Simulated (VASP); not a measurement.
# AlN (P6_3mc) in VASP: notebook

Runs on AlN. Level: PBE. Tasks: single point.

Program: VASP 6.6.1. These are calculated values, not measurements. Logs are shortened: lines on timing, memory, paths and dates and some standing lists are left out, and cuts for length are marked.

### 1 The cell of the first run

Symmetry: P6_3mc, No. 186, hexagonal system. The conventional cell has a = 3.130 Å, b = 3.130 Å, c = 4.816 Å, α = 90.00°, β = 90.00°, γ = 120.00°. Within 2.5 Å of Al (site symmetry 3m) lie 4 N at 1.88 Å. Within 2.5 Å of N (site symmetry 3m) lie 4 Al at 1.88 Å.

### 2 Single point, PBE (engineering shear strain xz +0.0000, normal strain along z -0.0400)

Contents of INCAR:

```
SYSTEM = AlN
PREC = Accurate ; ENCUT = 520
EDIFF = 1E-6 ; ISMEAR = 0
SIGMA = 0.05 ; LREAL = .False.
LASPH = .True. ; NELM = 80
ALGO = Normal ; ISIF = 2
LWAVE = .False. ; LCHARG = .False.
GGA = PE ; NBANDS = 16
```

Contents of KPOINTS:

```
Automatic mesh
0
Gamma
  9 9 6
  0 0 0
```

Contents of POSCAR:

```
AlN
1.0
    3.1298889828      0.0000000000      0.0000000000
   -1.5649444914      2.7105633702      0.0000000000
    0.0000000000      0.0000000000      4.8162780443
Al N
2 2
Direct
    0.3333333333      0.6666666667     -0.0028959806
    0.6666666667      0.3333333333      0.4971040194
    0.3333333333      0.6666666667      0.3878959806
    0.6666666667      0.3333333333      0.8878959806
```

Potentials or basis: VASP PAW PBE potentials, release 64 (Al, N).

Command:

```
$ cat potpaw_PBE.64/Al/POTCAR potpaw_PBE.64/N/POTCAR > POTCAR
$ mpirun -np 1 vasp_std > vasp.out
```

OUTCAR:

```text
SYSTEM = AlN
   PREC = Accurate
   ENCUT = 520
   EDIFF = 1E-6
   ISMEAR = 0
   LREAL = .False.
   LASPH = .True.
   NELM = 80
   ISIF = 2
   GGA = PE

 ion  position               nearest neighbor table
   1  0.333  0.667  0.997-   4 1.88   4 1.88   4 1.88   3 1.88   2 3.01   2 3.01   2 3.01   2 3.01
                             2 3.01   2 3.01
   2  0.667  0.333  0.497-   3 1.88   3 1.88   3 1.88   4 1.88   1 3.01   1 3.01   1 3.01   1 3.01
                             1 3.01   1 3.01
   3  0.333  0.667  0.388-   2 1.88   2 1.88   2 1.88   1 1.88
   4  0.667  0.333  0.888-   1 1.88   1 1.88   1 1.88   2 1.88

  LATTYP: Found a hexagonal cell.
 ALAT       =     3.1298889828
 C/A-ratio  =     1.5388015584

  Lattice vectors:

 A1 = (   3.1298889828,   0.0000000000,   0.0000000000)
 A2 = (  -1.5649444914,   2.7105633702,   0.0000000000)
 A3 = (   0.0000000000,   0.0000000000,   4.8162780443)

Analysis of symmetry for initial positions (statically):
=====================================================================
 Subroutine PRICEL returns:
 Original cell was already a primitive cell.

 Routine SETGRP: Setting up the symmetry group for a
 hexagonal supercell.

 Subroutine GETGRP returns: Found 12 space group operations
 (whereof  6 operations were pure point group operations)
 out of a pool of 24 trial point group operations.

The static configuration has the point symmetry C_3v.
 The point group associated with its full space group is C_6v.

Analysis of symmetry for dynamics (positions and initial velocities):
=====================================================================
 Subroutine PRICEL returns:
 Original cell was already a primitive cell.

 Routine SETGRP: Setting up the symmetry group for a
 hexagonal supercell.

 Subroutine GETGRP returns: Found 12 space group operations
 (whereof  6 operations were pure point group operations)
 out of a pool of 24 trial point group operations.

The dynamic configuration has the point symmetry C_3v.
 The point group associated with its full space group is C_6v.

 Subroutine INISYM returns: Found 12 space group operations
 (whereof  6 operations are pure point group operations),
 and found     1 'primitive' translations

----------------------------------------------------------------------------------------

                                     Primitive cell

  volume of cell :      40.8602

  direct lattice vectors                    reciprocal lattice vectors
     3.129888983  0.000000000  0.000000000     0.319500150  0.184463498  0.000000000
    -1.564944491  2.710563370  0.000000000     0.000000000  0.368926995  0.000000000
     0.000000000  0.000000000  4.816278044     0.000000000  0.000000000  0.207629209

  length of vectors
     3.129888983  3.129888983  4.816278044     0.368926995  0.368926995  0.207629209

  position of ions in fractional coordinates (direct lattice)
     0.333333333  0.666666667  0.997104019
     0.666666667  0.333333333  0.497104019
     0.333333333  0.666666667  0.387895981
     0.666666667  0.333333333  0.887895981

  ion indices of the primitive-cell ions
   primitive index   ion index
                 1           1
                 2           2
                 3           3
                 4           4

----------------------------------------------------------------------------------------

 KPOINTS: Automatic mesh

Automatic generation of k-mesh.
 Grid dimensions read from file:
 generate k-points for:    9    9    6

 Generating k-lattice:

  Cartesian coordinates                     Fractional coordinates (reciprocal lattice)
     0.035500017  0.020495944  0.000000000     0.111111111  0.000000000  0.000000000
     0.000000000  0.040991888  0.000000000     0.000000000  0.111111111  0.000000000
     0.000000000  0.000000000  0.034604868     0.000000000  0.000000000  0.166666667

  Length of vectors
     0.040991888  0.040991888  0.034604868

  Shift w.r.t. Gamma in fractional coordinates (k-lattice)
     0.000000000  0.000000000  0.000000000

 Subroutine IBZKPT returns following result:
 ===========================================

 Found     48 irreducible k-points:

 Following reciprocal coordinates:
            Coordinates               Weight
  0.000000  0.000000  0.000000      1.000000
  0.111111  0.000000  0.000000      6.000000
  0.222222  0.000000  0.000000      6.000000
  0.333333  0.000000  0.000000      6.000000
  0.444444  0.000000  0.000000      6.000000
  0.111111  0.111111  0.000000      6.000000
[... 16 lines left out ...]
  0.333333  0.222222  0.166667     24.000000
  0.333333  0.333333  0.166667      4.000000
 [... further k-points ...]
   k-points           NKPTS =     48   k-points in BZ     NKDIM =     48   number of bands    NBANDS=     16
   number of dos      NEDOS =    301   number of ions     NIONS =      4
   total plane-waves  NPLWV =  20736
   dimension x,y,z NGX =    24 NGY =   24 NGZ =   36
   dimension x,y,z NGXF=    48 NGYF=   48 NGZF=   72
   ions per type =               2   2
   NGX,Y,Z   is equivalent  to a cutoff of  12.75, 12.75, 12.43 a.u.
   NGXF,Y,Z  is equivalent  to a cutoff of  25.50, 25.50, 24.85 a.u.
 SYSTEM =  AlN
   PREC   = accura    normal or accurate (medium, high low for compatibility)
   ISTART =      0    job   : 0-new  1-cont  2-samecut
   ICHARG =      2    charge: 1-file 2-atom 10-const
   ISPIN  =      1    spin polarized calculation?
   LNONCOLLINEAR =      F non collinear calculations
   LSORBIT =      F    spin-orbit coupling
   LASPH  =      T    aspherical Exc in radial PAW
   ENCUT  =  520.0 eV  38.22 Ry    6.18 a.u.   5.82  5.82  8.96*2*pi/ulx,y,z
   NELM   =     80;   NELMIN=  2; NELMDL= -5     # of ELM steps
   EDIFF  = 0.1E-05   stopping-criterion for ELM
   LREAL  =      F    real-space projection
   EDIFFG = 0.1E-04   stopping-criterion for IOM
   NSW    =      0    number of steps for IOM
   IBRION =     -1    ionic relax: 0-MD 1-quasi-New 2-CG
   NFREE  =      0    steps in history (QN), initial steepest desc. (CG)
   ISIF   =      2    stress and relaxation
   ISYM   =      2    0-nonsym 1-usesym 2-fastsym
   POTIM  = 0.5000    time-step for ionic-motion
   TEBEG  =    0.0;   TEEND  =   0.0 temperature during run
   PSTRESS=    0.0 pullay stress
   NELECT =      16.0000    total number of electrons
   NUPDOWN=      -1.0000    fix difference up-down
   EMIN   =  10.00;   EMAX   =-10.00  energy-range for DOS
   EFERMI =   0.00;   METHOD = LEGACY
   ISMEAR =     0;   SIGMA  =   0.05  broadening in eV -4-tet -1-fermi 0-gaus
   EFERMI_NEDOS =   21; number of points for ismear=-14 and -15
   IALGO  =     38    algorithm
   IMIX   =      4    mixing-type and parameters
     AMIX     =   0.40;   BMIX     =  1.00
     AMIX_MAG =   1.60;   BMIX_MAG =  1.00
  volume/ion in A,a.u.               =      10.22        68.93
  Fermi-wavevector in a.u.,A,eV,Ry     =   1.197700  2.263325 19.517366  1.434486
  Thomas-Fermi vector in A             =   2.333608
   LORBIT       =      0    0 simple, 1 ext, 2 COOP (PROOUT), +10 PAW based schemes
   GGA     = PE    functional components
   LHFCALC =     F    Hartree Fock is set to
   AEXX    =    0.0000 exact exchange contribution
   IVDW    =     0    specifies the selected vdW correction
   LEPSILON=     F    determine dielectric tensor
   LRPA    =     F    only Hartree local field effects (RPA)
 non-spin polarized calculation
 Gauss-broadening in eV      SIGMA  =   0.05
  energy-cutoff  :      520.00
  volume of cell :       40.86
 maximum number of plane-waves:      1114
 NGX is ok and might be reduce to    24
   NGX = 11   NGY = 11   NGZ = 17

 number of electron      15.9999998 magnetization

 Free energy of the ion-electron system (eV)
  ---------------------------------------------------
  ext. energy  EPLUGINS =         0.00000000
  ---------------------------------------------------
  free energy    TOTEN  =       -29.70648535 eV

  energy without entropy =      -29.70648535  energy(sigma->0) =      -29.70648535

 E-fermi :   6.9234     XC(G=0): -11.0065

 val. band max:        6.6386860867   @ k =   0.0000   0.0000   0.0000
 cond. band min:      10.7901758375   @ k =   0.0000   0.0000   0.0000
 fundamental gap:      4.1514897508
 Fermi energy:         6.9234102490

 k-point     1 :       0.0000    0.0000    0.0000
  band No.  band energies     occupation
      1      -8.9548      2.00000
      2      -6.5629      2.00000
      3       0.4287      2.00000
      4       5.2848      2.00000
      5       5.2848      2.00000
      6       6.0618      2.00000
[... 8 lines left out ...]
     15      19.4715      0.00000
     16      20.5144      0.00000

 k-point     2 :       0.1111    0.0000    0.0000
  band No.  band energies     occupation
      1      -8.7991      2.00000
      2      -6.4846      2.00000
      3       0.6114      2.00000
      4       4.6055      2.00000
      5       5.0855      2.00000
      6       5.4164      2.00000
[... 8 lines left out ...]
     15      19.4411      0.00000
     16      19.5506      0.00000

 k-point     3 :       0.2222    0.0000    0.0000
  band No.  band energies     occupation
      1      -8.3566      2.00000
      2      -6.2947      2.00000
      3       1.1421      2.00000
      4       3.1534      2.00000
      5       4.2102      2.00000
      6       4.6770      2.00000
[... 8 lines left out ...]
     15      18.9118      0.00000
     16      19.0860      0.00000

 k-point     4 :       0.3333    0.0000    0.0000
  band No.  band energies     occupation
      1      -7.7157      2.00000
      2      -6.1336      2.00000
      3       1.7748      2.00000
      4       1.9543      2.00000
      5       3.0800      2.00000
      6       4.2991      2.00000
[... 8 lines left out ...]
     15      18.9244      0.00000
     16      20.6590      0.00000
[... 324 lines left out ...]
 k-point    22 :       0.2222    0.2222    0.1667
  band No.  band energies     occupation
      1      -7.2969      2.00000
      2      -6.1825      2.00000
      3       1.6765      2.00000
      4       1.9242      2.00000
      5       3.3490      2.00000
      6       3.5932      2.00000
[... 8 lines left out ...]
     15      18.8820      0.00000
     16      21.4424      0.00000

 k-point    23 :       0.3333    0.2222    0.1667
  band No.  band energies     occupation
      1      -6.7659      2.00000
      2      -6.2165      2.00000
      3       1.2641      2.00000
      4       1.9925      2.00000
      5       2.7497      2.00000
      6       3.9406      2.00000
[... 8 lines left out ...]
     15      19.1463      0.00000
     16      21.3737      0.00000

 k-point    24 :       0.3333    0.3333    0.1667
  band No.  band energies     occupation
      1      -6.4022      2.00000
      2      -6.4022      2.00000
      3       1.5066      2.00000
      4       2.1234      2.00000
      5       2.1234      2.00000
      6       3.7345      2.00000
[... 8 lines left out ...]
     15      19.3573      0.00000
     16      21.5220      0.00000

 [... further k-points ...]
[... 5 lines left out ...]
  --------------------------------------------------------------------------------------
  -------------------------------------------------------------------------------------
  Total        1.1823035      1.1823035      3.5009252      0.0000000      0.0000000      0.0000000
  in kB       46.3595802     46.3595802    137.2756054      0.0000000      0.0000000      0.0000000
  external PRESSURE =      76.6649219 kB  Pullay stress =       0.0000000 kB

 VOLUME and BASIS-vectors are now :
 -----------------------------------------------------------------------------
  energy-cutoff  :      520.00
  volume of cell :       40.86
      direct lattice vectors                 reciprocal lattice vectors
     3.129888983  0.000000000  0.000000000     0.319500150  0.184463498  0.000000000
    -1.564944491  2.710563370  0.000000000     0.000000000  0.368926995  0.000000000
     0.000000000  0.000000000  4.816278044     0.000000000  0.000000000  0.207629209

 POSITION                                       TOTAL-FORCE (eV/Angst)
 -----------------------------------------------------------------------------------
     -0.00000      1.80704      4.80233        -0.000000      0.000000      0.000483
      1.56494      0.90352      2.39419         0.000000      0.000000      0.000483
     -0.00000      1.80704      1.86821        -0.000000      0.000000     -0.000483
      1.56494      0.90352      4.27635         0.000000     -0.000000     -0.000483
 -----------------------------------------------------------------------------------
    total drift:                               -0.000000      0.000000      0.000104

  FREE ENERGIE OF THE ION-ELECTRON SYSTEM (eV)
  ---------------------------------------------------
  free  energy   TOTEN  =       -29.7064853475 eV

  energy  without entropy=      -29.7064853475  energy(sigma->0) =      -29.70648535
```

It took 10 s on 1 thread of Intel Xeon Platinum 8481C at 2.70GHz (Sapphire Rapids), shared host; peak memory 0.15 GiB.

What came out:

| Quantity | Value |
| --- | --- |
| Free energy | -29.7065 eV |
| Pressure | 7.7 GPa |
| Band gap on the k mesh | 4.15 eV, direct |

Stress tensor (GPa, compression positive):
```
 4.64  0.00  0.00
 0.00  4.64  0.00
 0.00  0.00 13.73
```

Levels at points of the mesh, in eV from the valence-band top:
| k point | band 5 | band 6 | band 7 | band 8 | band 9 | band 10 | band 11 | band 12 |
| --- | --- | --- | --- | --- | --- | --- | --- | --- |
| (0.00, 0.00, 0.00) | -1.35 | -0.58 | -0.58 | 0.00 | 4.15 | 6.24 | 10.66 | 10.66 |
| (0.00, 0.00, 0.50) | -0.98 | -0.98 | -0.98 | -0.98 | 6.29 | 6.29 | 10.41 | 10.41 |

Caveat: the cell differs from its parent crystal (engineering shear strain xz +0.0000, normal strain along z -0.0400).

(Continued in part 2 of 3.)
